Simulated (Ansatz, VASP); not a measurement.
**One calculation of H2WO4, two programs**

File INCAR:

```
  PREC = Accurate
  ENCUT = 1000
  EDIFF = 1E-6
  ISMEAR = 0
  SIGMA = 0.01
  LREAL = False
  LASPH = True
  NELM = 120
  ALGO = Normal
  ISIF = 2
  LWAVE = False
  LCHARG = True
  GGA = PE
  LELF = True
  LVHAR = True
  NBANDS = 29
  GGA_COMPAT = False
  NELMDL = -8
```

File KPOINTS:

```
regular mesh
0
Gamma
  1 1 1
```

Contents of POSCAR:

```
H2WO4
1.0
   11.5800000000      0.0000000000      0.0000000000
    0.0000000000     12.9100000000      0.0000000000
    0.0000000000      0.0000000000     11.1300000000
W O H
1 4 2
Direct
    0.4999050100      0.4998776100      0.5050215600
    0.5767538900      0.5822897000      0.5958805000
    0.4230561300      0.4174647600      0.5958805000
    0.6044179600      0.4230379600      0.4099020700
    0.3953929200      0.5767165000      0.4099020700
    0.6112098400      0.3485670000      0.4043126700
    0.3886010400      0.6511874500      0.4043126700
```

Input for Ansatz:

```yaml
crystal:
  lattice:
    - [11.58, 0.0, 0.0]
    - [0.0, 12.91, 0.0]
    - [0.0, 0.0, 11.13]
  atoms:
    - { symbol: W, position: [0.49990501, 0.49987761, 0.50502156] }
    - { symbol: O, position: [0.57675389, 0.5822897, 0.5958805] }
    - { symbol: O, position: [0.42305613, 0.41746476, 0.5958805] }
    - { symbol: O, position: [0.60441796, 0.42303796, 0.40990207] }
    - { symbol: H, position: [0.61120984, 0.348567, 0.40431267] }
    - { symbol: O, position: [0.39539292, 0.5767165, 0.40990207] }
    - { symbol: H, position: [0.38860104, 0.65118745, 0.40431267] }
basis:
  ecutwfc: 420
  ecutrho_ratio: 4
kpoints:
  mp_grid: { grid: [1, 1, 1] }
hamiltonian:
  xc: pbe
scf:
  occupations: { method: gaussian, width: 0.01 }
output:
  forces: true
  eigenvalues: true
  populations: true
```

Alike in both runs: task single point; functional PBE; k mesh 1 × 1 × 1; occupations gaussian, width 0.01 eV; no spin polarisation.

|  | VASP | Ansatz |
| --- | --- | --- |
| version | VASP 6.6.1 | Ansatz 0.2.0 |
| potentials or method | VASP PAW PBE potentials, release 64 (W_sv, O_h, H_h), cutoff 1000 eV | scalar-relativistic, plane waves, PAW |
| valence electrons in the cell | 40 | 40 |

```tsv
	VASP	Ansatz	Ansatz less VASP
gap on the k mesh at the Fermi level (eV)	4.81	4.81	-0.001
rms of the force components (eV/Å)	0.239	0.103	-0.1362
```

One of these differences is far larger than is usual between the two programs; its cause wasn't traced. Ansatz's warnings: structure snapped to symmetry.

Neither program's run includes spin-orbit coupling.
